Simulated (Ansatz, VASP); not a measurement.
One calculation of C, two programs

```
C
1.0
     0.00000    1.78012    1.78012
     1.78012    0.00000    1.78012
     1.78012    1.78012    0.00000
C
2
Direct
  0.00000 0.00000 0.00000
  0.25000 0.25000 0.25000
```

Alike in both runs: task single point; functional PBE; k mesh 8 × 8 × 8; no spin polarisation.

|  | VASP | Ansatz |
| --- | --- | --- |
| version | VASP 6.6.1 | Ansatz 0.2.0 |
| potentials or method | VASP PAW PBE potentials, release 64 (C) | plane waves |
| plane-wave cutoff (eV) | 520 | 420 |
| occupations | gaussian, width 0.01 eV | fixed |
| valence electrons in the cell | 8 | 8 |

```csv
,VASP,Ansatz,Ansatz less VASP
gap on the k mesh at the Fermi level (eV),4.14,4.15,+0.008
pressure (GPa),4.9,4.2,-0.69
```
